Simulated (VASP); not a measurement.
Write the native input for VASP 6.6.1 that does the following.

| Property | Result |
| --- | --- |
| Task | single point |
| Functional | PBE |
| Potentials or basis | VASP PAW PBE potentials, release 64 (In_d, O) |
| Cutoff | 520 eV |
| k mesh | 6 × 6 × 6 |
| Occupations | fermi-dirac, width 0.02 eV |
| Spin | no spin polarisation |
| Dipole correction | no |
| Further INCAR settings | ALGO = Normal; EDIFF = 1e-06; NBANDS = 55 |

The structure of In2O3 lies in POSCAR:

```
In2O3
1.0
    2.8089827434      1.6217669431      4.9505282513
   -2.8089827434      1.6217669431      4.9505282513
    0.0000000000     -3.2435338861      4.9505282513
In O
4 6
Direct
    0.6436585555      0.6436585555      0.6436585555
    0.8563414445      0.8563414445      0.8563414445
    0.3563414445      0.3563414445      0.3563414445
    0.1436585555      0.1436585555      0.1436585555
    0.0470383118      0.7500000000      0.4529616882
    0.7500000000      0.4529616882      0.0470383118
    0.4529616882      0.0470383118      0.7500000000
    0.9529616882      0.2500000000      0.5470383118
    0.5470383118      0.9529616882      0.2500000000
    0.2500000000      0.5470383118      0.9529616882
```

This cell differs from its parent crystal: strain +2.0%.

The input as run:

INCAR

```
ALGO = Normal ; EDIFF = 1E-6
ENCUT = 520 ; GGA = PE
ISIF = 2 ; ISMEAR = -1
LASPH = T ; LCHARG = T
LELF = T ; LREAL = F
LVHAR = T ; LWAVE = F
NBANDS = 55 ; NELM = 80
PREC = Accurate ; SIGMA = 0.02
```

KPOINTS

```
k-points
0
Gamma
  6 6 6
```

Potentials or basis: VASP PAW PBE potentials, release 64 (In_d, O).

The run is started by

```sh
$ cat potpaw_PBE.64/In_d/POTCAR potpaw_PBE.64/O/POTCAR > POTCAR
$ mpirun -np 1 vasp_std > vasp.out
```

Results of the run:

The pressure is -2.7 GPa. The largest force is 0.086 eV/Å. The band gap on the k mesh is 0.83 eV, indirect (least direct gap 0.92 eV).

Caveat: the cell differs from its parent crystal (strain +2.0%); spin-orbit coupling is left out, which moves the levels of the heavy elements.

Run time: 11 min on 1 thread of Intel Xeon 8259CL (shared host), peak memory 0.41 GiB.
